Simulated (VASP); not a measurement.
A run of VASP 6.6.1 is set up as follows.

INCAR

```
SYSTEM = PbS
PREC = Accurate
ENCUT = 520
EDIFF = 1E-7
ISMEAR = 0
SIGMA = 0.01
LREAL = .FALSE.
LASPH = .TRUE.
NELM = 60
ALGO = Normal
ISIF = 2
LWAVE = .FALSE.
LCHARG = .FALSE.
GGA = PE
NBANDS = 17
```

The input KPOINTS:

```
regular mesh
0
G
  6 6 6
  0 0 0
```

The input POSCAR:

```
PbS
1.0
    0.0000000000      3.0047775019      3.0047775019
    3.0047775019      0.0000000000      3.0047775019
    3.0047775019      3.0047775019      0.0000000000
Pb S
1 1
Direct
    0.0000000000      0.0000000000      0.0000000000
    0.5000000000      0.5000000000      0.5000000000
```

Potentials or basis: VASP PAW PBE potentials, release 64 (Pb_d, S).

Command:

```sh
$ cat potpaw_PBE.64/Pb_d/POTCAR potpaw_PBE.64/S/POTCAR > POTCAR
$ mpirun -np 1 vasp_std > vasp.out
```

Estimate the pressure.

-0.1 GPa.

Predict the band gap on the k mesh.

0.50 eV, direct.

Caveat: spin-orbit coupling is left out, which moves the levels of the heavy elements. A k mesh can miss the band edges.
